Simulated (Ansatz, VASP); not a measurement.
**Two plane-wave programs on SnO2**

INCAR

```
SYSTEM = SnO2
  PREC = Accurate
  ENCUT = 520
  EDIFF = 1E-6
  ISMEAR = 0
  SIGMA = 0.02
  LREAL = .False.
  LASPH = .True.
  NELM = 80
  ALGO = Normal
  ISIF = 2
  LWAVE = .False.
  LCHARG = .True.
  GGA = PS
  LELF = .True.
  LVHAR = .True.
  NBANDS = 35
```

File KPOINTS:

```
regular mesh
0
Gamma
  6 6 8
  0 0 0
```

POSCAR

```
SnO2
1.0
    4.7686576438      0.0000000000      0.0000000000
    0.0000000000      4.7700658055      0.0000000000
    0.0000000000      0.0000000000      3.4046978898
Sn O
2 4
Direct
    0.5000000000      0.5000000000      0.5000000000
    0.0000000000      0.0000000000      0.0000000000
    0.3079052865      0.3079495674      0.0000000000
    0.8079052865      0.1920504326      0.5000000000
    0.1920947135      0.8079495674      0.5000000000
    0.6920947135      0.6920504326      0.0000000000
```

Input for Ansatz:

```yaml
crystal:
  lattice:
    - [4.7686576438, 0.0, 0.0]
    - [0.0, 4.7700658055, 0.0]
    - [0.0, 0.0, 3.4046978898]
  atoms:
    - { symbol: Sn, position: [0.5, 0.5, 0.5] }
    - { symbol: Sn, position: [0.0, 0.0, 0.0] }
    - { symbol: O, position: [0.3079052865, 0.3079495674, 0.0] }
    - { symbol: O, position: [0.8079052865, 0.1920504326, 0.5] }
    - { symbol: O, position: [0.1920947135, 0.8079495674, 0.5] }
    - { symbol: O, position: [0.6920947135, 0.6920504326, 0.0] }
basis:
  ecutwfc: 420
kpoints:
  mp_grid: { grid: [6, 6, 8] }
  band_path: { path: [VBM, CBM], npoints: 2 }
hamiltonian:
  xc: pbesol
scf:
  occupations: { method: gaussian, width: 0.02 }
output:
  forces: true
  stress: true
  eigenvalues: true
checkpoint:
  read: start.run
  write: ck
  compress: false
  write_wavefunctions: false
  write_every: 100000
```

Alike in both runs: task single point; functional PBEsol; k mesh 6 × 6 × 8; occupations gaussian, width 0.02 eV; no spin polarisation.

```csv
,VASP,Ansatz
version,VASP 6.6.1,Ansatz 0.2.0
potentials or method,"VASP PAW PBE potentials, release 64 (Sn_d, O), cutoff 520 eV","scalar-relativistic, plane waves, PAW"
valence electrons in the cell,52,52
```

|  | VASP | Ansatz | Ansatz less VASP |
| --- | --- | --- | --- |
| gap on the k mesh at the Fermi level (eV) | 0.11 | 0.12 | +0.006 |
| least direct gap on the mesh (eV) | 0.11 | 0.12 | +0.006 |
| pressure (GPa) | -10.9 | -11.4 | -0.50 |
| traceless stress, the component that is largest in VASP (GPa) | -8.07 | -8.19 | -0.125 |

VASP's potentials were made for PBE, not for PBEsol.
